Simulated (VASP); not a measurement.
# Y (P6_3/mmc) in VASP: a series of runs

The runs below take Y through relaxation of shape and atoms at fixed volume, relaxation of cell and atoms, with PBE.

All numbers are computed with VASP 6.6.1; they aren't measurements. Logs are shortened: lines on timing, memory, paths and dates and some standing lists are left out, and cuts for length are marked.

**1. The cell of the first run**

Symmetry: P6_3/mmc, No. 194, hexagonal system. The conventional cell has a = 3.480 Å, b = 3.480 Å, c = 11.170 Å, α = 90.00°, β = 90.00°, γ = 120.00°. Within 4.5 Å of Y (site symmetry -3m) lie 12 Y at 3.44 to 3.48 Å. Y (site symmetry -6m2) has 12 Y at 3.44 to 3.48 Å within 4.5 Å.

**2. Relaxation of shape and atoms at fixed volume, PBE**

The input, INCAR:

```
SYSTEM = Y
  PREC = Accurate
  ENCUT = 600
  EDIFF = 1E-6
  ISMEAR = -1
  SIGMA = 0.08
  LREAL = .False.
  LASPH = .True.
  NELM = 100
  ALGO = Normal
  ISIF = 4
  LWAVE = .False.
  LCHARG = .False.
  GGA = PE
  IBRION = 2
  NSW = 50
  EDIFFG = -0.005
```

The input, KPOINTS:

```
Automatic mesh
0
Gamma
  10 10 3
  0 0 0
```

The input, POSCAR:

```
Y
1.0
    3.4803431588      0.0000000000      0.0000000000
   -1.7401715794      3.0140655894      0.0000000000
    0.0000000000      0.0000000000     11.1695361718
Y
4
Direct
    0.0000000000      0.0000000000      0.0000000000
    0.0000000000      0.0000000000      0.5000000000
    0.3333333333      0.6666666667      0.2500000000
    0.6666666667      0.3333333333      0.7500000000
```

Potentials or basis: VASP PAW PBE potentials, release 64 (Y_sv).

Run with:

```sh
$ cat potpaw_PBE.64/Y_sv/POTCAR > POTCAR
$ mpirun -np 1 vasp_std > vasp.out
```

OUTCAR:

```text
SYSTEM = Y
   PREC = Accurate
   ENCUT = 600
   EDIFF = 1E-6
   ISMEAR = -1
   LREAL = .False.
   LASPH = .True.
   NELM = 100
   ISIF = 4
   GGA = PE
   IBRION = 2
   NSW = 50
   EDIFFG = -0.005

 ion  position               nearest neighbor table
   1  0.000  0.000  0.000-   3 3.44   4 3.44   3 3.44   4 3.44   4 3.44   3 3.44
   2  0.000  0.000  0.500-   3 3.44   4 3.44   3 3.44   4 3.44   4 3.44   3 3.44
   3  0.333  0.667  0.250-   1 3.44   2 3.44   1 3.44   2 3.44   1 3.44   2 3.44
   4  0.667  0.333  0.750-   1 3.44   2 3.44   1 3.44   2 3.44   1 3.44   2 3.44

  LATTYP: Found a hexagonal cell.
 ALAT       =     3.4803431588
 C/A-ratio  =     3.2093203636

  Lattice vectors:

 A1 = (   3.4803431588,   0.0000000000,   0.0000000000)
 A2 = (  -1.7401715794,   3.0140655894,   0.0000000000)
 A3 = (   0.0000000000,   0.0000000000,  11.1695361718)

Analysis of symmetry for initial positions (statically):
=====================================================================
 Subroutine PRICEL returns:
 Original cell was already a primitive cell.

 Routine SETGRP: Setting up the symmetry group for a
 hexagonal supercell.

 Subroutine GETGRP returns: Found 24 space group operations
 (whereof 12 operations were pure point group operations)
 out of a pool of 24 trial point group operations.

The static configuration has the point symmetry D_3d.
 The point group associated with its full space group is D_6h.

Analysis of symmetry for dynamics (positions and initial velocities):
=====================================================================
 Subroutine PRICEL returns:
 Original cell was already a primitive cell.

 Routine SETGRP: Setting up the symmetry group for a
 hexagonal supercell.

 Subroutine GETGRP returns: Found 24 space group operations
 (whereof 12 operations were pure point group operations)
 out of a pool of 24 trial point group operations.

The dynamic configuration has the point symmetry D_3d.
 The point group associated with its full space group is D_6h.

 Subroutine INISYM returns: Found 24 space group operations
 (whereof 12 operations are pure point group operations),
 and found     1 'primitive' translations

----------------------------------------------------------------------------------------

                                     Primitive cell

  volume of cell :     117.1682

  direct lattice vectors                    reciprocal lattice vectors
     3.480343159  0.000000000  0.000000000     0.287327989  0.165888892  0.000000000
    -1.740171579  3.014065589  0.000000000     0.000000000  0.331777783  0.000000000
     0.000000000  0.000000000 11.169536172     0.000000000  0.000000000  0.089529232

  length of vectors
     3.480343159  3.480343159 11.169536172     0.331777783  0.331777783  0.089529232

  position of ions in fractional coordinates (direct lattice)
     0.000000000  0.000000000  0.000000000
     0.000000000  0.000000000  0.500000000
     0.333333333  0.666666667  0.250000000
     0.666666667  0.333333333  0.750000000

  ion indices of the primitive-cell ions
   primitive index   ion index
                 1           1
                 2           2
                 3           3
                 4           4

----------------------------------------------------------------------------------------

 KPOINTS: Automatic mesh

Automatic generation of k-mesh.
 Grid dimensions read from file:
 generate k-points for:   10   10    3

 Generating k-lattice:

  Cartesian coordinates                     Fractional coordinates (reciprocal lattice)
     0.028732799  0.016588889  0.000000000     0.100000000  0.000000000  0.000000000
     0.000000000  0.033177778  0.000000000     0.000000000  0.100000000  0.000000000
     0.000000000  0.000000000  0.029843077     0.000000000  0.000000000  0.333333333

  Length of vectors
     0.033177778  0.033177778  0.029843077

  Shift w.r.t. Gamma in fractional coordinates (k-lattice)
     0.000000000  0.000000000  0.000000000

 Subroutine IBZKPT returns following result:
 ===========================================

 Found     28 irreducible k-points:

 Following reciprocal coordinates:
            Coordinates               Weight
  0.000000  0.000000  0.000000      1.000000
  0.100000  0.000000  0.000000      6.000000
  0.200000  0.000000  0.000000      6.000000
  0.300000  0.000000  0.000000      6.000000
  0.400000  0.000000  0.000000      6.000000
  0.500000 -0.000000  0.000000      3.000000
[... 16 lines left out ...]
  0.300000  0.100000  0.333333     24.000000
  0.400000  0.100000  0.333333     24.000000
 [... further k-points ...]
   k-points           NKPTS =     28   k-points in BZ     NKDIM =     28   number of bands    NBANDS=     26
   number of dos      NEDOS =    301   number of ions     NIONS =      4
   total plane-waves  NPLWV =  70560
   dimension x,y,z NGX =    28 NGY =   28 NGZ =   90
   dimension x,y,z NGXF=    56 NGYF=   56 NGZF=  180
   ions per type =               4
   NGX,Y,Z   is equivalent  to a cutoff of  13.37, 13.37, 13.40 a.u.
   NGXF,Y,Z  is equivalent  to a cutoff of  26.75, 26.75, 26.79 a.u.
 SYSTEM =  Y
   PREC   = accura    normal or accurate (medium, high low for compatibility)
   ISTART =      0    job   : 0-new  1-cont  2-samecut
   ICHARG =      2    charge: 1-file 2-atom 10-const
   ISPIN  =      1    spin polarized calculation?
   LNONCOLLINEAR =      F non collinear calculations
   LSORBIT =      F    spin-orbit coupling
   LASPH  =      T    aspherical Exc in radial PAW
   ENCUT  =  600.0 eV  44.10 Ry    6.64 a.u.   6.95  6.95 22.31*2*pi/ulx,y,z
   NELM   =    100;   NELMIN=  2; NELMDL= -5     # of ELM steps
   EDIFF  = 0.1E-05   stopping-criterion for ELM
   LREAL  =      F    real-space projection
   EDIFFG = -.5E-02   stopping-criterion for IOM
   NSW    =     50    number of steps for IOM
   IBRION =      2    ionic relax: 0-MD 1-quasi-New 2-CG
   NFREE  =      1    steps in history (QN), initial steepest desc. (CG)
   ISIF   =      4    stress and relaxation
   ISYM   =      2    0-nonsym 1-usesym 2-fastsym
   POTIM  = 0.5000    time-step for ionic-motion
   TEBEG  =    0.0;   TEEND  =   0.0 temperature during run
   PSTRESS=    0.0 pullay stress
   NELECT =      44.0000    total number of electrons
   NUPDOWN=      -1.0000    fix difference up-down
   EMIN   =  10.00;   EMAX   =-10.00  energy-range for DOS
   EFERMI =   0.00;   METHOD = LEGACY
   ISMEAR =    -1;   SIGMA  =   0.08  broadening in eV -4-tet -1-fermi 0-gaus
   EFERMI_NEDOS =   21; number of points for ismear=-14 and -15
   IALGO  =     38    algorithm
   IMIX   =      4    mixing-type and parameters
     AMIX     =   0.40;   BMIX     =  1.00
     AMIX_MAG =   1.60;   BMIX_MAG =  1.00
  volume/ion in A,a.u.               =      29.29       197.67
  Fermi-wavevector in a.u.,A,eV,Ry     =   1.181107  2.231968 18.980301  1.395013
  Thomas-Fermi vector in A             =   2.317386
   LORBIT       =      0    0 simple, 1 ext, 2 COOP (PROOUT), +10 PAW based schemes
   GGA     = PE    functional components
   LHFCALC =     F    Hartree Fock is set to
   AEXX    =    0.0000 exact exchange contribution
   IVDW    =     0    specifies the selected vdW correction
   LEPSILON=     F    determine dielectric tensor
   LRPA    =     F    only Hartree local field effects (RPA)
 conjugate gradient relaxation of ions
 non-spin polarized calculation
  energy-cutoff  :      600.00
  volume of cell :      117.17
 maximum number of plane-waves:      3932
 NGX is ok and might be reduce to    28
   NGX = 13   NGY = 13   NGZ = 45

--------------------------------------- Ionic step        1  -------------------------------------------

 number of electron      43.9999999 magnetization

 Free energy of the ion-electron system (eV)
  ---------------------------------------------------
  ext. energy  EPLUGINS =         0.00000000
  ---------------------------------------------------
  free energy    TOTEN  =       -25.59667442 eV

  energy without entropy =      -25.48409493  energy(sigma->0) =      -25.54038468

------------------------ aborting loop because EDIFF is reached ----------------------------------------

  FORCE on cell =-STRESS in cart. coord.  units (eV):
  Direction    XX          YY          ZZ          XY          YZ          ZX
  --------------------------------------------------------------------------------------
  -------------------------------------------------------------------------------------
  Total        3.3669049      3.3669049      3.4525115      0.0000000      0.0000000      0.0000000
  in kB       46.0395980     46.0395980     47.2101964      0.0000000      0.0000000      0.0000000
  external PRESSURE =      46.4297975 kB  Pullay stress =       0.0000000 kB
[... 61 lines left out ...]
  energy  without entropy=      -25.4840788023  energy(sigma->0) =      -25.54039586

--------------------------------------- Ionic step        3  -------------------------------------------

 number of electron      44.0000000 magnetization

 Free energy of the ion-electron system (eV)
  ---------------------------------------------------
  ext. energy  EPLUGINS =         0.00000000
  ---------------------------------------------------
  free energy    TOTEN  =       -25.59671384 eV

  energy without entropy =      -25.48403160  energy(sigma->0) =      -25.54037272

 E-fermi :   3.6165     XC(G=0):  -9.8758

 val. band max:        3.6123850210   @ k =   0.2000   0.0000   0.3333
 cond. band min:       3.6596071516   @ k =   0.2000   0.0000   0.3333
 fundamental gap:      0.0472221307
 Fermi energy:         3.6165465786

 k-point     1 :       0.0000    0.0000    0.0000
  band No.  band energies     occupation
      1     -38.8182      2.00000
      2     -38.7657      2.00000
      3     -38.7623      2.00000
      4     -38.7091      2.00000
      5     -19.2366      2.00000
      6     -18.8474      2.00000
[... 685 lines left out ...]
     25       4.5986      0.00001
     26       4.9507      0.00000

 [... further k-points ...]

------------------------ aborting loop because EDIFF is reached ----------------------------------------

  FORCE on cell =-STRESS in cart. coord.  units (eV):
  Direction    XX          YY          ZZ          XY          YZ          ZX
  --------------------------------------------------------------------------------------
  -------------------------------------------------------------------------------------
  Total        3.4023436      3.4023436      3.3889194     -0.0000000      0.0000000      0.0000000
  in kB       46.5241925     46.5241925     46.3406286     -0.0000000      0.0000000      0.0000000
  external PRESSURE =      46.4630045 kB  Pullay stress =       0.0000000 kB
[... 19 lines left out ...]
  FREE ENERGIE OF THE ION-ELECTRON SYSTEM (eV)
  ---------------------------------------------------
  free  energy   TOTEN  =       -25.5967138411 eV

  energy  without entropy=      -25.4840316026  energy(sigma->0) =      -25.54037272

 reached required accuracy - stopping structural energy minimisation
```

Wall time 7.3 min (1 thread of Intel Xeon 8259CL, shared host); peak memory 0.31 GiB.

What came out:

```yaml
Free_energy: -25.5967 eV
Energy_gained_by_relaxing: 0.0 meV/atom
Ionic_steps: 3
Pressure_after_relaxing: 4.6 GPa
Band_gap_on_the_k_mesh: zero (bands 22 and 23 overlap by 1.20 eV)
```

Final structure:
```
Y
1.0
     3.47810    0.00000    0.00000
    -1.73905    3.01212    0.00000
     0.00000    0.00000   11.18396
Y
4
Direct
  0.00000 0.00000 0.00000
  0.00000 0.00000 0.50000
  0.33333 0.66667 0.25000
  0.66667 0.33333 0.75000
```

**3. Relaxation of cell and atoms, PBE**

This run uses another cell than the first one, of 32.94 Å³/atom.

The input, INCAR:

```
SYSTEM = Y
PREC = Accurate
ENCUT = 600
EDIFF = 1E-6
ISMEAR = -1
SIGMA = 0.08
LREAL = .FALSE.
LASPH = .TRUE.
NELM = 60
ALGO = Normal
ISIF = 3
LWAVE = .FALSE.
LCHARG = .FALSE.
GGA = PE
IBRION = 2
NSW = 60
EDIFFG = -0.005
```

The input, KPOINTS:

```
Automatic mesh
0
G
  10 10 3
  0 0 0
```

The input, POSCAR:

```
Y
1.0
    3.6040421749      0.0000000000      0.0000000000
   -1.8020210874      3.1211920798      0.0000000000
    0.0000000000      0.0000000000     11.7131370683
Y
4
Direct
    0.0000000000      0.0000000000      0.0000000000
    0.0000000000      0.0000000000      0.5000000000
    0.3333333333      0.6666666667      0.2500000000
    0.6666666667      0.3333333333      0.7500000000
```

Potentials or basis: VASP PAW PBE potentials, release 64 (Y_sv).

Run with:

```sh
$ cat potpaw_PBE.64/Y_sv/POTCAR > POTCAR
$ mpirun -np 1 vasp_std > vasp.out
```

Wall time 15 min (1 thread of Intel Xeon 8259CL, shared host); peak memory 0.34 GiB.

The run converged. Its results:

- Free energy: -25.7683 eV
- Relaxed volume: 32.47 Å³/atom
- Relaxed cell: a = 3.602 Å, b = 3.602 Å, c = 11.557 Å, α = 90.00°, β = 90.00°, γ = 120.00°
- Space group after relaxing (to 0.1 Å): P6_3/mmc (No. 194)
- Energy gained by relaxing: 1.5 meV/atom
- Ionic steps: 5
- Pressure after relaxing: 0.0 GPa
- Band gap on the k mesh: zero (bands 22 and 23 overlap by 1.09 eV)

Step by step:
```tsv
step	energy change (eV)	largest force (eV/Å)	pressure (GPa)	volume (Å³)
1	0.0000	0.0000	-0.56	131.76
2	-0.0056	0.0000	0.08	129.58
3	-0.0056	0.0000	0.08	129.55
4	-0.0060	0.0000	0.03	129.75
5	-0.0060	0.0000	-0.01	129.88
```

Final structure:
```xyz
4
Lattice="3.6023 0.0000 0.0000 -1.8012 3.1197 0.0000 0.0000 0.0000 11.5567" Properties=species:S:1:pos:R:3 pbc="T T T"
Y     3.6023    0.0000    0.0000
Y     3.6023    0.0000    5.7784
Y     0.0000    2.0798    2.8892
Y     1.8012    1.0399    8.6675
```

Levels at points of the mesh, in eV from the Fermi level:
```tsv
k point	band 20	band 21	band 22	band 23	band 24	band 25
(0.00, 0.00, 0.00)	-1.93	0.75	0.79	0.85	1.61	1.61
(0.50, 0.00, 0.00)	-1.21	-0.54	-0.44	-0.30	0.40	0.79
```

The gap in the log of VASP goes by the Fermi energy; the results here count the filled bands.